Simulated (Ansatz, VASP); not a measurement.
# Si2W: VASP beside Ansatz

File INCAR:

```
SYSTEM = Si2W
  PREC = Accurate
  ENCUT = 520
  EDIFF = 1E-6
  ISMEAR = 0
  SIGMA = 0.1
  LREAL = .False.
  LASPH = .True.
  NELM = 100
  ALGO = Fast
  ISIF = 2
  LWAVE = .False.
  LCHARG = .False.
  GGA = PE
  NBANDS = 18
```

The input KPOINTS:

```
regular mesh
0
Gamma
  18 18 18
  0 0 0
```

POSCAR

```
Si2W
1.0
   -1.6547421000      1.6547421000      4.0004790000
    1.6547421000     -1.6547421000      4.0004790000
    1.6547421000      1.6547421000     -4.0004790000
Si W
2 1
Direct
    0.2941438810      0.2941438810      0.0000000000
    0.7058561190      0.7058561190      0.0000000000
    0.0000000000      0.0000000000      0.0000000000
```

Input for Ansatz:

```yaml
crystal:
  lattice:
    - [-1.6547421, 1.6547421, 4.000479]
    - [1.6547421, -1.6547421, 4.000479]
    - [1.6547421, 1.6547421, -4.000479]
  atoms:
    - { symbol: Si, position: [0.294143881, 0.294143881, 0.0] }
    - { symbol: Si, position: [0.705856119, 0.705856119, 0.0] }
    - { symbol: W, position: [0.0, 0.0, 0.0] }
basis:
  ecutwfc: 420
kpoints:
  mp_grid: { grid: [18, 18, 18] }
hamiltonian:
  xc: pbe
scf:
  occupations: { method: gaussian, width: 0.1 }
output:
  forces: true
  stress: true
  eigenvalues: true
  populations: true
```

Alike in both runs: task single point; functional PBE; k mesh 18 × 18 × 18; occupations gaussian, width 0.1 eV; no spin polarisation.

```csv
,VASP,Ansatz
version,VASP 6.6.1,Ansatz 0.2.0
potentials or method,"VASP PAW PBE potentials, release 64 (Si, W_sv), cutoff 520 eV","scalar-relativistic, plane waves, PAW"
valence electrons in the cell,22,22
```

Ansatz gave:

```
gap on the k mesh at the Fermi level (eV)                     : none
pressure (GPa)                                                : -1.5
traceless stress, the component that is largest in VASP (GPa) : 14.35
rms of the force components (eV/Å)                            : 2.225
```

Q: Which values does VASP return?

A: gap on the k mesh at the Fermi level (eV): none; pressure (GPa): -1.5; traceless stress, the component that is largest in VASP (GPa): 14.42; rms of the force components (eV/Å): 2.225.

Atom by atom the forces differ by 0.000 eV/Å (rms over components). A gap of «none» marks a metal or a gap that the smearing closes.

Spin-orbit coupling is off throughout.
